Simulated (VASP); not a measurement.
Runs of VASP 6.6.1 on Se. The structure is that of space group Im-3m (No. 229), or close to it. The cells are those of the table. 

```csv
task,cell,k mesh,gap on the mesh (eV),pressure (GPa)
single point,"a = 2.395 Å, angles 109.5°, 1 atom",20 × 20 × 20,none,191.3
single point,"a = 2.713 Å, angles 109.5°, 1 atom",20 × 20 × 20,none,(a)
single point,"a = 2.333 Å, angles 109.5°, 1 atom",20 × 20 × 20,none,255.7
single point,"a = 2.573 Å, angles 109.5°, 1 atom",20 × 20 × 20,none,(b)
single point,"a = 2.909 Å, angles 109.5°, 1 atom",20 × 20 × 20,none,0.2
single point,"a = 2.476 Å, angles 109.5°, 1 atom",20 × 20 × 20,none,127.3
relaxation of cell and atoms,"relaxed to 250 GPa from a = 2.333 Å, angles 109.5°, 1 atom",20 × 20 × 20,none,250.0
single point,"a = 2.950 Å, angles 109.5°, 1 atom",8 × 8 × 8,none,-4.1
```

Alike in all rows: level LDA; potentials or basis VASP PAW LDA potentials, release 64 (Se); no spin polarisation; cutoff (eV) 500; smearing gaussian 0.1 eV.

Question: Fill in the values left out.

Answer: (a) 30.6; (b) 76.3.

Caveats: the cell is relaxed towards a set pressure, so the enthalpy falls and the energy may rise (some runs).

A k mesh can miss the band edges, and the runs leave out spin-orbit coupling on Se.

A gap of «none» marks levels without a gap at the run's occupations.
